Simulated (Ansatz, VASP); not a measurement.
One calculation of Sc, two programs

INCAR

```
PREC     = Accurate       # precision mode
ENCUT    = 600            # plane-wave cutoff, eV
EDIFF    = 1E-7           # SCF threshold, eV
ISMEAR   = -1             # smearing method
SIGMA    = 0.05           # smearing width, eV
LREAL    = F              # projectors in reciprocal space
LASPH    = T              # aspherical terms in the spheres
NELM     = 60             # most SCF steps
ALGO     = Normal         # electronic algorithm
ISIF     = 3              # what is computed and relaxed
LWAVE    = F              # write WAVECAR
LCHARG   = F              # write CHGCAR
IBRION   = 2              # ionic algorithm
NSW      = 60             # ionic steps
EDIFFG   = -0.01          # ionic threshold
```

The input KPOINTS:

```
Automatic mesh
0
Gamma
  10 10 10
```

File POSCAR:

```
Sc
1.0
    0.0000000000      2.2600000000      2.2600000000
    2.2600000000      0.0000000000      2.2600000000
    2.2600000000      2.2600000000      0.0000000000
Sc
1
Direct
    0.0000000000      0.0000000000      0.0000000000
```

input.yaml

```yaml
crystal:
  lattice:
    - [0.0, 2.26, 2.26]
    - [2.26, 0.0, 2.26]
    - [2.26, 2.26, 0.0]
  atoms:
    - { symbol: Sc, position: [0.0, 0.0, 0.0] }
hamiltonian:
  xc: lda
  pseudopotentials: { kind: paw }
kpoints:
  mp_grid: { grid: [10, 10, 10] }
scf:
  occupations: { method: fermi_dirac, width: 0.05 }
output:
  forces: true
  stress: true
  eigenvalues: true
relax:
  f_tol: 0.01
  max_steps: 40
  cell: { stress_tol: 0.05 }
```

Alike in both runs: task relaxation of cell and atoms; functional LDA; k mesh 10 × 10 × 10; occupations fermi-dirac, width 0.05 eV; no spin polarisation.

|  | VASP | Ansatz |
| --- | --- | --- |
| version | VASP 6.6.1 | Ansatz 0.2.0 |
| potentials or method | VASP PAW LDA potentials, release 64 (Sc_sv) | Ansatz PAW |
| plane-wave cutoff (eV) | 600 | 420 |
| valence electrons in the cell | 11 | 11 |

```tsv
	VASP	Ansatz	Ansatz less VASP
gap on the k mesh at the Fermi level, each at its own relaxed structure (eV)	none	none	-
relaxed volume (Å³/atom)	22.44	22.40	-0.044
relaxed cell length with the largest relative difference (Å)	3.166	3.164	-0.0021
```

LDA's correlation is that of Perdew and Zunger in VASP and of Perdew and Wang (1992) in Ansatz. A gap of «none» marks a metal or a gap that the smearing closes.

Noted on Ansatz's run: the plane-wave basis is chosen anew once the cell has moved, so the energies of steps on either side of that aren't comparable.
